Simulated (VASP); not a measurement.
Wanted: the native input for a VASP 6.6.1 run.

| Property | Result |
| --- | --- |
| Task | single point |
| Functional | PBE |
| Potentials or basis | VASP PAW PBE potentials, release 64 (Mo_sv) |
| Cutoff | 520 eV |
| k mesh | 10 × 10 × 10 |
| Occupations | fermi-dirac, width 0.15 eV |
| Spin | no spin polarisation |
| Dipole correction | no |
| Further INCAR settings | ALGO = Normal; EDIFF = 1e-06; NBANDS = 13 |

The structure of Mo lies in POSCAR:

```
Mo
1.0
    0.0000000000      2.0480386590      2.0480386590
    2.0480386590      0.0000000000      2.0480386590
    2.0480386590      2.0480386590      0.0000000000
Mo
1
Direct
    0.0000000000      0.0000000000      0.0000000000
```

The input as run:

INCAR

```
ALGO     = Normal         # electronic algorithm
EDIFF    = 1E-6           # SCF threshold, eV
ENCUT    = 520            # plane-wave cutoff, eV
GGA      = PE             # functional
ISIF     = 2              # what is computed and relaxed
ISMEAR   = -1             # smearing method
LASPH    = T              # aspherical terms in the spheres
LCHARG   = F              # write CHGCAR
LREAL    = F              # projectors in reciprocal space
LWAVE    = F              # write WAVECAR
NBANDS   = 13             # bands
NELM     = 100            # most SCF steps
PREC     = Accurate       # precision mode
SIGMA    = 0.15           # smearing width, eV
```

KPOINTS

```
k-points
0
Gamma
  10 10 10
```

Potentials or basis: VASP PAW PBE potentials, release 64 (Mo_sv).

Run with:

```console
$ cat potpaw_PBE.64/Mo_sv/POTCAR > POTCAR
$ mpirun -np 1 vasp_std > vasp.out
```

It gave:

| Property | Result |
| --- | --- |
| Pressure | -13.7 GPa |
| Band gap on the k mesh | zero (band 7 reaches 14.36 eV, above the bottom of band 8 at 10.13 eV) |

Run time: 11 s on 1 thread of Intel Xeon 8259CL, with other jobs on the host, peak memory 0.14 GiB.
